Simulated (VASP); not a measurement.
A run of VASP 6.6.1:

File INCAR:

```
PREC = Accurate
ENCUT = 550
EDIFF = 1E-6
ISMEAR = 0
SIGMA = 0.1
LREAL = False
LASPH = True
NELM = 120
ALGO = Normal
ISIF = 2
LWAVE = False
LCHARG = False
GGA = PS
NBANDS = 27
GGA_COMPAT = False
```

The input KPOINTS:

```
regular mesh
0
Gamma
  6 6 4
```

Contents of POSCAR:

```
Hg
1.0
    2.7757455596      0.0000000000      0.0000000000
   -1.3878727798      2.4038661691      0.0000000000
    0.0000000000      0.0000000000      5.2892916390
Hg
2
Direct
    0.3333333333      0.6666666667      0.2500000000
    0.6666666667      0.3333333333      0.7500000000
```

Potentials or basis: VASP PAW PBE potentials, release 64 (Hg_sv_GW).

The run is started by

```bash
$ cat potpaw_PBE.64/Hg_sv_GW/POTCAR > POTCAR
$ mpirun -np 1 vasp_std > vasp.out
```

Hardware: 1 thread of Intel(R) Xeon(R) Platinum 8488C (Sapphire Rapids), with other jobs on the host.

Task: How long does it take, and how much memory?

Result: Wall time 18 s on 1 thread of Intel(R) Xeon(R) Platinum 8488C (Sapphire Rapids), on a shared host, peak memory 0.17 GiB. Counts: scf iterations 11, k points 21.
